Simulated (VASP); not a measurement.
A run of VASP 6.6.1 is set up as follows.

Contents of INCAR:

```
SYSTEM = LiGeBr3
PREC = Accurate
ENCUT = 600
EDIFF = 1E-6
ISMEAR = 0
SIGMA = 0.1
LREAL = .FALSE.
LASPH = .TRUE.
NELM = 100
ALGO = Normal
ISIF = 3
LWAVE = .FALSE.
LCHARG = .FALSE.
GGA = PE
IBRION = 2
NSW = 90
EDIFFG = -0.04
```

KPOINTS

```
regular mesh
0
G
  4 4 4
  0 0 0
```

The input POSCAR:

```
LiGeBr3
1.0
    4.7812646600      0.0000000000      0.0000000000
    0.0000000000      4.7812646600      0.0000000000
    0.0000000000      0.0000000000      4.7812646600
Li Ge Br
1 1 3
Direct
    0.5000000000      0.5000000000      0.5000000000
    0.0000000000      0.0000000000      0.0000000000
    0.5000000000      0.0000000000      0.0000000000
    0.0000000000      0.5000000000      0.0000000000
    0.0000000000      0.0000000000      0.5000000000
```

Potentials or basis: VASP PAW PBE potentials, release 64 (Li_sv, Ge_d, Br).

The run is started by

```console
$ cat potpaw_PBE.64/Li_sv/POTCAR potpaw_PBE.64/Ge_d/POTCAR potpaw_PBE.64/Br/POTCAR > POTCAR
$ mpirun -np 1 vasp_std > vasp.out
```

Problem. Predict the band gap on the k mesh.

Solution. 0.53 eV, direct.

Problem. Predict the space group after relaxing (to 0.05 Å).

Solution. Pm-3m (No. 221).

Problem. What does it give for the relaxed cell?

Solution. a = 5.514 Å, b = 5.514 Å, c = 5.514 Å, α = 90.00°, β = 90.00°, γ = 90.00°.

The path:
```
step  energy change (eV)  largest force (eV/Å)  pressure (GPa)  volume (Å³)
   1              0.0000                0.0000           22.02       109.30
   2             -2.8193                0.0000            0.38       164.04
   3             -2.8218                0.0000           -0.13       167.61
```

Caveat: the cutoff is under 1.25 times the usual one of these potentials, so pressure, stress and relaxed cells hold a basis-set (Pulay) error; the volume moved by over 15 % at a fixed basis, so the end points are rough. A k mesh can miss the band edges.
